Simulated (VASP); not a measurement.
Crystal: LiBe2.

```
Li Be
1.0
     4.09411    0.00000    0.00000
    -2.04705    3.54560    0.00000
     0.00000    0.00000    2.50712
Li Be
1 2
Direct
  0.00000 0.00000 0.00000
  0.66667 0.33333 0.66667
  0.33333 0.66667 0.33333
```

| Item | Value |
| --- | --- |
| Program | VASP 6.6.1 |
| Task | relaxation of cell and atoms |
| Functional | PBE |
| Potentials or basis | VASP PAW PBE potentials, release 64 (Li_sv, Be) |
| Cutoff | 600 eV |
| k mesh | 6 × 6 × 6 |
| Occupations | gaussian, width 0.1 eV |
| Spin | no spin polarisation |

At the start: pressure -12.2 GPa; volume 12.13 Å³/atom.

How do energy, volume and symmetry change on relaxing?

Over 8 steps the energy falls by 153.5 meV/atom and the volume is 9.34 Å³/atom (-23.0 %); space group P-3m1 (No. 164, to 0.1 Å) before and after.

Step by step:
| step | energy change (eV) | largest force (eV/Å) | pressure (GPa) | volume (Å³) |
| --- | --- | --- | --- | --- |
| 1 | 0.0000 | 0.0200 | -12.20 | 36.39 |
| 2 | -0.3365 | 0.2210 | -7.15 | 31.73 |
| 3 | -0.4231 | 0.3309 | -2.09 | 29.14 |
| 4 | -0.4276 | 0.3673 | -0.13 | 28.37 |
| 5 | -0.4276 | 0.3602 | -0.54 | 28.52 |
| 6 | -0.4415 | 0.2818 | -0.10 | 28.29 |
| 7 | -0.4540 | 0.0913 | 0.92 | 27.81 |
| 8 | -0.4605 | 0.0239 | 0.28 | 28.02 |

Final structure:
```xyz
3
Lattice="3.8370 0.0000 0.0000 -1.9185 3.3229 0.0000 0.0000 0.0000 2.1976" Properties=species:S:1:pos:R:3 pbc="T T T"
Li   -1.9185    3.3229    2.1976
Be    1.9185    1.1076    1.5468
Be    0.0000    2.2153    0.6508
```

Caveat: the k points lie up to 0.48 Å⁻¹ apart in the final cell, too coarse for converged energies and pressures of a metal; the cutoff is under 1.25 times the usual one of these potentials, so pressure, stress and relaxed cells hold a basis-set (Pulay) error; the volume moved by over 15 % at a fixed basis, so the end points are rough.
